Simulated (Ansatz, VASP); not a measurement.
**B3I2: VASP beside Ansatz**

```
B I
1.0
     3.92894   -5.12064    0.00000
     3.92894    5.12064    0.00000
     0.00000    0.00000    2.96929
B I
3 2
Direct
  0.41884 0.58116 0.00000
  0.58116 0.41884 0.00000
  0.50000 0.50000 0.50000
  0.00000 0.50000 0.00000
  0.50000 0.00000 0.00000
```

Alike in both runs: functional PBE; k mesh 4 × 4 × 4; occupations gaussian, width 0.1 eV; no spin polarisation.

Ansatz relaxed the structure, and its values are those at the end. VASP's run is a single point on that final structure, the one shown.

```csv
,VASP,Ansatz
version,VASP 6.6.1,Ansatz 0.2.0
potentials or method,"VASP PAW PBE potentials, release 64 (B, I), cutoff 520 eV","scalar-relativistic, plane waves, PAW"
valence electrons in the cell,23,43
```

```tsv
	VASP	Ansatz	Ansatz less VASP
gap on the k mesh at the Fermi level (eV)	none	none	-
pressure (GPa)	0.0	0.1	+0.02
rms of the force components (eV/Å)	0.006	0.001	-0.0057
```

A gap of «none» marks a metal or a gap that the smearing closes. VASP's potentials hold 23 valence electrons a cell and Ansatz's 43, so a difference there can come from the potentials and not from the codes.

The k mesh is coarse, so the values compare programs but aren't converged. Spin-orbit coupling is off throughout.
